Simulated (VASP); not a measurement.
**H3C2ClF4: single point with LDA**

The system is H3C2ClF4.

```
C Cl H F
1.0
     8.36631    0.00000    0.00000
     0.00000    8.36631    0.00000
     0.00000    0.00000    8.36631
C Cl H F
8 4 12 16
Direct
  0.94079 0.78623 0.62272
  0.63444 0.02594 0.73038
  0.24718 0.75904 0.07311
  0.99505 0.26958 0.49844
  0.55565 0.56682 0.35551
  0.63045 0.52862 0.80582
  0.06637 0.25360 0.01485
  0.60507 0.10188 0.23124
  0.01594 0.95723 0.71978
  0.41999 0.98787 0.71484
  0.16636 0.70729 0.25297
  0.10000 0.38353 0.64312
  0.80696 0.76369 0.65030
  0.95757 0.78771 0.49366
  0.00252 0.68506 0.67497
  0.66926 0.10625 0.62828
  0.66791 0.08632 0.84551
  0.69895 0.91099 0.71793
  0.34601 0.84467 0.09716
  0.28078 0.64812 0.01761
  0.15088 0.80695 0.98879
  0.94275 0.37198 0.42825
  0.08173 0.21691 0.42687
  0.87901 0.20869 0.53243
  0.69717 0.51643 0.39126
  0.54018 0.71824 0.40097
  0.52823 0.54044 0.20649
  0.44231 0.48371 0.43513
  0.73061 0.61969 0.89318
  0.54466 0.43415 0.89445
  0.54212 0.63237 0.71400
  0.70821 0.42901 0.70819
  0.13202 0.39644 0.01315
  0.03242 0.20734 0.16306
  0.92525 0.26647 0.94044
  0.15633 0.15143 0.94289
  0.61137 0.17495 0.38077
  0.60900 0.21239 0.11677
  0.73025 0.00761 0.23858
  0.48021 0.02129 0.21909
```

```
Program                : VASP 6.6.1
Task                   : single point
Functional             : LDA
Potentials or basis    : VASP PAW LDA potentials, release 64 (C, Cl, H, F)
Cutoff                 : 520 eV
k mesh                 : 1 × 1 × 1
Occupations            : fermi-dirac, width 0.02 eV
Spin                   : no spin polarisation
Dipole correction      : no
Further INCAR settings : LREAL = Auto; ALGO = Normal; EDIFF = 1e-06; NBANDS = 118
```

- Pressure: 0.3 GPa
- Largest force: 4.162 eV/Å
- Band gap on the k mesh: 5.15 eV

Forces in eV/Å, atoms in the order of the input:
```
C   -1.523 -0.526  0.629
C   -0.075  0.442 -0.231
C   -0.672  1.062 -1.362
C   -2.766  3.102  0.223
C   -2.137 -0.251  1.887
C    0.365  0.710 -1.381
C   -1.804  0.815 -0.067
C    2.427  2.265  2.479
Cl  -0.234 -0.088 -0.203
Cl   0.937  0.214  0.227
Cl  -0.781 -0.301  1.498
Cl  -0.129 -0.533  0.503
H    1.464  0.486 -0.377
H    0.202  0.289 -0.338
H    0.394 -0.554 -0.003
H   -0.283 -0.477  0.578
H   -0.450 -0.373 -0.525
H   -0.394  0.386  0.178
H   -0.353 -0.405 -0.611
H    0.848 -0.542 -0.429
H    0.872  0.120  0.807
H    0.359 -0.620 -0.200
H    1.111 -1.581 -1.009
H    1.434 -0.209  0.423
F    1.622 -0.484  0.554
F    0.182  0.347 -0.619
F   -0.116  0.520 -2.208
F    0.428 -0.076  0.304
F   -0.472 -0.791 -0.347
F   -1.002  0.400  0.943
F    0.526 -1.125  1.108
F    0.591  0.689 -0.170
F    0.587  0.473  0.388
F    0.487 -0.117  0.377
F   -0.254 -0.190 -0.285
F    0.951 -0.903 -0.286
F   -0.643  0.345 -1.181
F    0.549 -0.236  0.256
F    0.977 -0.445 -1.222
F   -3.227 -1.836 -0.309
```

Stress tensor (GPa, compression positive):
```
 0.00 -0.62 -1.29
-0.62 -0.10  0.21
-1.29  0.21  1.12
```

Levels at points of the mesh, in eV from the valence-band top:
| k point | band 88 | band 89 | band 90 | band 91 | band 92 | band 93 | band 94 | band 95 | band 96 | band 97 |
| --- | --- | --- | --- | --- | --- | --- | --- | --- | --- | --- |
| (0.00, 0.00, 0.00) | -0.43 | -0.34 | -0.28 | -0.23 | 0.00 | 5.15 | 5.83 | 6.02 | 6.22 | 6.62 |

Run time: 2.3 min on 1 thread of Intel Xeon 8259CL (shared host), peak memory 0.43 GiB.

Caveat: the k points lie up to 0.75 Å⁻¹ apart.
